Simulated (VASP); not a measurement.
The system is C.

```
C
1.0
     2.55529    0.00000    0.00000
    -1.27764    2.21295    0.00000
     0.00000    0.00000    8.34550
C
8
Direct
  0.66667 0.33333 0.84375
  0.33333 0.66667 0.34375
  0.66667 0.33333 0.65625
  0.33333 0.66667 0.15625
  0.00000 0.00000 0.90625
  0.00000 0.00000 0.40625
  0.00000 0.00000 0.59375
  0.00000 0.00000 0.09375
```

This cell differs from its parent crystal: volume scaled by 1.04.

Base run:

- Program: VASP 6.6.1
- Functional: PBE
- Potentials or basis: VASP PAW PBE potentials, release 64 (C)
- Cutoff: 520 eV
- k mesh: 12 × 12 × 4
- Occupations: fermi-dirac, width 0.05 eV
- Spin: no spin polarisation

Its results: band gap on the k mesh 4.32 eV, indirect (least direct gap 5.10 eV); pressure -13.3 GPa; largest force 0.305 eV/Å.

Task: The run is repeated on the same cell with these changes: functional from PBE to PBEsol. What comes out?

Result: Band gap on the k mesh 4.18 eV, indirect (least direct gap 5.04 eV); pressure -19.3 GPa; largest force 0.306 eV/Å.

PBEsol binds more tightly than PBE, so the same cell stands under less pressure.

Caveats: the PAW data sets were made with another functional, which shifts forces and pressure a little (some runs).

A k mesh can miss the band edges.
